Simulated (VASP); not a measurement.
Wanted: the native input for a VASP 6.6.1 run.

```yaml
Task: single point
Functional: PBEsol
Potentials_or_basis: VASP PAW PBE potentials, release 64 (Bi_d, Cs_sv, Ag, Br)
Cutoff: 520 eV
k_mesh: 4 × 4 × 4
Occupations: fermi-dirac, width 0.05 eV
Spin: no spin polarisation
Hubbard_terms: Ag d U = 6.0 eV
Dipole_correction: no
Further_INCAR_settings: ALGO = Normal; EDIFF = 1e-06; NBANDS = 54
```

The structure of Cs2AgBiBr6 lies in POSCAR:

```
Cs2AgBiBr6
1.0
    0.0000000000      5.6161000000      5.6161000000
    5.6161000000      0.0000000000      5.6161000000
    5.6161000000      5.6161000000      0.0000000000
Bi Cs Ag Br
1 2 1 6
Direct
    0.0000000000      0.0000000000      0.0000000000
    0.7500000000      0.7500000000      0.7500000000
    0.2500000000      0.2500000000      0.2500000000
    0.5000000000      0.5000000000      0.5000000000
    0.7494500000      0.7494500000      0.2505500000
    0.2505500000      0.2505500000      0.7494500000
    0.7494500000      0.2505500000      0.2505500000
    0.7494500000      0.2505500000      0.7494500000
    0.2505500000      0.7494500000      0.7494500000
    0.2505500000      0.7494500000      0.2505500000
```

The input as run:

INCAR

```
PREC = Accurate
ENCUT = 520
EDIFF = 1E-6
ISMEAR = -1
SIGMA = 0.05
LREAL = F
LASPH = T
NELM = 150
ALGO = Normal
ISIF = 2
LWAVE = F
LCHARG = F
LMAXMIX = 4
LDAU = T
LDAUTYPE = 2
LDAUL = -1 -1 2 -1
LDAUU = 0 0 6 0
LDAUJ = 0 0 0 0
LDAUPRINT = 1
GGA = PS
NBANDS = 54
```

KPOINTS

```
Automatic mesh
0
Gamma
  4 4 4
```

Potentials or basis: VASP PAW PBE potentials, release 64 (Bi_d, Cs_sv, Ag, Br).

Launch:

```bash
$ cat potpaw_PBE.64/Bi_d/POTCAR potpaw_PBE.64/Cs_sv/POTCAR potpaw_PBE.64/Ag/POTCAR potpaw_PBE.64/Br/POTCAR > POTCAR
$ mpirun -np 1 vasp_std > vasp.out
```

Results of the run:

The pressure is -0.1 GPa, the largest force is 0.267 eV/Å and the band gap on the k mesh is 1.63 eV (least direct gap 2.63 eV).

Caveat: the PAW data sets were made with another functional, which shifts forces and pressure a little; spin-orbit coupling is left out, which moves the levels of the heavy elements.

Wall time 3 min on 1 thread of Intel(R) Xeon(R) Platinum 8488C (Sapphire Rapids), with other jobs on the host, peak memory 0.59 GiB.
